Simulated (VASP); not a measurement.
# CoO (I4/mmm) in VASP: notebook, part 2 of 2

VASP 6.6.1.

### Step 3. Single point, LDA, collinear spin, ferromagnetic start (volume scaled by 1.02)

Input file INCAR:

```
PREC = Accurate ; ENCUT = 520
EDIFF = 1E-7 ; ISMEAR = -1
SIGMA = 0.05 ; LREAL = False
LASPH = True ; NELM = 150
ALGO = Normal ; ISIF = 2
LWAVE = False ; LCHARG = False
ISPIN = 2 ; MAGMOM = 2 0
LORBIT = 11 ; LMAXMIX = 4
NBANDS = 18
```

Input file KPOINTS:

```
regular mesh
0
Gamma
  12 12 12
```

Input file POSCAR:

```
CoO
1.0
   -1.5179870460      1.5179870460      2.1212032261
    1.5179870460     -1.5179870460      2.1212032261
    1.5179870460      1.5179870460     -2.1212032261
Co O
1 1
Direct
    0.0000000000      0.0000000000      0.0000000000
    0.5000000000      0.5000000000      0.0000000000
```

Potentials or basis: VASP PAW LDA potentials, release 64 (Co, O).

Command:

```sh
cat potpaw_LDA.64/Co/POTCAR potpaw_LDA.64/O/POTCAR > POTCAR
mpirun -np 1 vasp_std > vasp.out
```

OUTCAR:

```text
PREC = Accurate
   ENCUT = 520
   EDIFF = 1E-7
   ISMEAR = -1
   LREAL = False
   LASPH = True
   NELM = 150
   ISIF = 2
   ISPIN = 2
   LORBIT = 11

 ion  position               nearest neighbor table
   1  0.000  0.000  0.000-   2 2.12   2 2.12   2 2.15   2 2.15   2 2.15   2 2.15
   2  0.500  0.500  0.000-   1 2.12   1 2.12   1 2.15   1 2.15   1 2.15   1 2.15

  LATTYP: Found a body centered tetragonal cell.
 ALAT       =     3.0359740920
 C/A-ratio  =     1.3973790038

  Lattice vectors:

 A1 = (  -1.5179870460,   1.5179870460,   2.1212032261)
 A2 = (   1.5179870460,  -1.5179870460,   2.1212032261)
 A3 = (   1.5179870460,   1.5179870460,  -2.1212032261)

Analysis of symmetry for initial positions (statically):
=====================================================================
 Subroutine PRICEL returns:
 Original cell was already a primitive cell.

 Routine SETGRP: Setting up the symmetry group for a
 body centered tetragonal supercell.

 Subroutine GETGRP returns: Found 16 space group operations
 (whereof 16 operations were pure point group operations)
 out of a pool of 16 trial point group operations.

The static configuration has the point symmetry D_4h.

Analysis of symmetry for dynamics (positions and initial velocities):
=====================================================================
 Subroutine PRICEL returns:
 Original cell was already a primitive cell.

 Routine SETGRP: Setting up the symmetry group for a
 body centered tetragonal supercell.

 Subroutine GETGRP returns: Found 16 space group operations
 (whereof 16 operations were pure point group operations)
 out of a pool of 16 trial point group operations.

The dynamic configuration has the point symmetry D_4h.

Analysis of structural, dynamic, and magnetic symmetry:
=====================================================================
 Subroutine PRICEL returns:
 Original cell was already a primitive cell.

 Routine SETGRP: Setting up the symmetry group for a
 body centered tetragonal supercell.

 Subroutine GETGRP returns: Found 16 space group operations
 (whereof 16 operations were pure point group operations)
 out of a pool of 16 trial point group operations.

The overall configuration has the point symmetry D_4h.

 Subroutine INISYM returns: Found 16 space group operations
 (whereof 16 operations are pure point group operations),
 and found     1 'primitive' translations

----------------------------------------------------------------------------------------

                                     Primitive cell

  volume of cell :      19.5514

  direct lattice vectors                    reciprocal lattice vectors
    -1.517987046  1.517987046  2.121203226     0.000000000  0.329383575  0.235715274
     1.517987046 -1.517987046  2.121203226     0.329383575  0.000000000  0.235715274
     1.517987046  1.517987046 -2.121203226     0.329383575  0.329383575  0.000000000

  length of vectors
     3.017958328  3.017958328  3.017958328     0.405037319  0.405037319  0.465818719

  position of ions in fractional coordinates (direct lattice)
     0.000000000  0.000000000  0.000000000
     0.500000000  0.500000000  0.000000000

  ion indices of the primitive-cell ions
   primitive index   ion index
                 1           1
                 2           2

[... 60 lines left out ...]
   NGXF,Y,Z  is equivalent  to a cutoff of  26.44, 26.44, 26.44 a.u.
 SYSTEM =  unknown system
   PREC   = accura    normal or accurate (medium, high low for compatibility)
   ISTART =      0    job   : 0-new  1-cont  2-samecut
   ICHARG =      2    charge: 1-file 2-atom 10-const
   ISPIN  =      2    spin polarized calculation?
   LNONCOLLINEAR =      F non collinear calculations
   LSORBIT =      F    spin-orbit coupling
   LASPH  =      T    aspherical Exc in radial PAW
   ENCUT  =  520.0 eV  38.22 Ry    6.18 a.u.   5.61  5.61  5.61*2*pi/ulx,y,z
   NELM   =    150;   NELMIN=  2; NELMDL= -5     # of ELM steps
   EDIFF  = 0.1E-06   stopping-criterion for ELM
   LREAL  =      F    real-space projection
   EDIFFG = 0.1E-05   stopping-criterion for IOM
   NSW    =      0    number of steps for IOM
   IBRION =     -1    ionic relax: 0-MD 1-quasi-New 2-CG
   NFREE  =      0    steps in history (QN), initial steepest desc. (CG)
   ISIF   =      2    stress and relaxation
   ISYM   =      2    0-nonsym 1-usesym 2-fastsym
   POTIM  = 0.5000    time-step for ionic-motion
   TEBEG  =    0.0;   TEEND  =   0.0 temperature during run
   PSTRESS=    0.0 pullay stress
   NELECT =      15.0000    total number of electrons
   NUPDOWN=      -1.0000    fix difference up-down
   EMIN   =  10.00;   EMAX   =-10.00  energy-range for DOS
   EFERMI =   0.00;   METHOD = LEGACY
   ISMEAR =    -1;   SIGMA  =   0.05  broadening in eV -4-tet -1-fermi 0-gaus
   EFERMI_NEDOS =   21; number of points for ismear=-14 and -15
   IALGO  =     38    algorithm
   IMIX   =      4    mixing-type and parameters
     AMIX     =   0.40;   BMIX     =  1.00
     AMIX_MAG =   1.60;   BMIX_MAG =  1.00
  volume/ion in A,a.u.               =       9.78        65.97
  Fermi-wavevector in a.u.,A,eV,Ry     =   1.498692  2.832118 30.559751  2.246078
  Thomas-Fermi vector in A             =   2.610418
   LORBIT       =     11    0 simple, 1 ext, 2 COOP (PROOUT), +10 PAW based schemes
   GGA     = CA    functional components
   LHFCALC =     F    Hartree Fock is set to
   AEXX    =    0.0000 exact exchange contribution
   IVDW    =     0    specifies the selected vdW correction
   LEPSILON=     F    determine dielectric tensor
   LRPA    =     F    only Hartree local field effects (RPA)
 spin polarized calculation
  energy-cutoff  :      520.00
  volume of cell :       19.55
 maximum number of plane-waves:       537
   NGX = 11   NGY = 11   NGZ = 11

 number of electron      15.0000007 magnetization       2.7651479

 Free energy of the ion-electron system (eV)
  ---------------------------------------------------
  ext. energy  EPLUGINS =         0.00000000
  ---------------------------------------------------
  free energy    TOTEN  =       -14.63140463 eV

  energy without entropy =      -14.59495853  energy(sigma->0) =      -14.61318158

 E-fermi :   7.4708     XC(G=0): -12.8213

 val. band max:        7.4692829356   @ k =  -0.3333   0.3333   0.0833
 cond. band min:       7.4742410893   @ k =  -0.4167   0.2500  -0.0000
 fundamental gap:      0.0049581538
 Fermi energy:         7.4707924852

 spin component 1

 k-point     1 :       0.0000    0.0000    0.0000
  band No.  band energies     occupation
      1     -12.4896      1.00000
      2       4.2025      1.00000
      3       4.2406      1.00000
      4       4.2406      1.00000
      5       4.5064      1.00000
      6       4.5064      1.00000
[... 493 lines left out ...]
     17      34.3198      0.00000
     18      35.8931      0.00000

 [... further k-points ...]

 spin component 2

 k-point     1 :       0.0000    0.0000    0.0000
  band No.  band energies     occupation
      1     -12.0015      1.00000
      2       4.7387      1.00000
      3       4.7931      1.00000
      4       4.7931      1.00000
      5       6.3804      1.00000
      6       6.3804      1.00000
[... 493 lines left out ...]
     17      34.7425      0.00000
     18      36.3236      0.00000

 [... further k-points ...]
[... 5 lines left out ...]
  --------------------------------------------------------------------------------------
  -------------------------------------------------------------------------------------
  Total       -2.6330229     -2.6330229     -2.7117254      0.0000000      0.0000000      0.0000000
  in kB     -215.7678896   -215.7678896   -222.2173101      0.0000000      0.0000000      0.0000000
  external PRESSURE =    -217.9176964 kB  Pullay stress =       0.0000000 kB

 VOLUME and BASIS-vectors are now :
 -----------------------------------------------------------------------------
  energy-cutoff  :      520.00
  volume of cell :       19.55
      direct lattice vectors                 reciprocal lattice vectors
    -1.517987046  1.517987046  2.121203226     0.000000000  0.329383575  0.235715274
     1.517987046 -1.517987046  2.121203226     0.329383575  0.000000000  0.235715274
     1.517987046  1.517987046 -2.121203226     0.329383575  0.329383575  0.000000000

 POSITION                                       TOTAL-FORCE (eV/Angst)
 -----------------------------------------------------------------------------------
      0.00000      0.00000      0.00000        -0.000000      0.000000     -0.000000
      0.00000      0.00000      2.12120         0.000000     -0.000000      0.000000
 -----------------------------------------------------------------------------------
    total drift:                               -0.000000      0.000000     -0.000000

  FREE ENERGIE OF THE ION-ELECTRON SYSTEM (eV)
  ---------------------------------------------------
  free  energy   TOTEN  =       -14.6314046251 eV

  energy  without entropy=      -14.5949585268  energy(sigma->0) =      -14.61318158

 total charge

# of ion       s       p       d       tot
------------------------------------------
    1        0.293   0.351   7.177   7.821
    2        1.546   3.374   0.000   4.920
--------------------------------------------------
tot          1.839   3.725   7.177  12.741

 magnetization (x)

# of ion       s       p       d       tot
------------------------------------------
    1        0.019   0.017   2.376   2.411
    2        0.028   0.265   0.000   0.293
--------------------------------------------------
tot          0.047   0.282   2.376   2.704
```

stdout:

```text
POSCAR found type information on POSCAR CoO
 POSCAR found :  2 types and       2 ions
 scaLAPACK will be used
 LDA part: xc-table for (Slater(with rela. corr.)+CA(PZ))
 , standard interpolation
 POSCAR, INCAR and KPOINTS ok, starting setup
 FFT: planning ... GRIDC
 FFT: planning ... GRID_SOFT
 FFT: planning ... GRID
 WAVECAR not read
 entering main loop
```

It took 94 s on 1 thread of AMD EPYC 9R45 (Zen 5), shared host; peak memory 0.17 GiB.

What came out:

| Item | Value |
| --- | --- |
| Free energy | -14.6314 eV |
| Pressure | -21.8 GPa |
| Net moment | 2.77 μB per cell |
| Site moments | Co +2.41; O +0.29 μB |
| Valence electrons inside the program's atomic spheres | Co 7.82; O 4.92 |

Caveat: a cell with one magnetic atom can't hold antiferromagnetic order, which such compounds often take; semilocal functionals often make such compounds metallic where correlation or magnetic order opens a gap, which also shifts bond lengths.
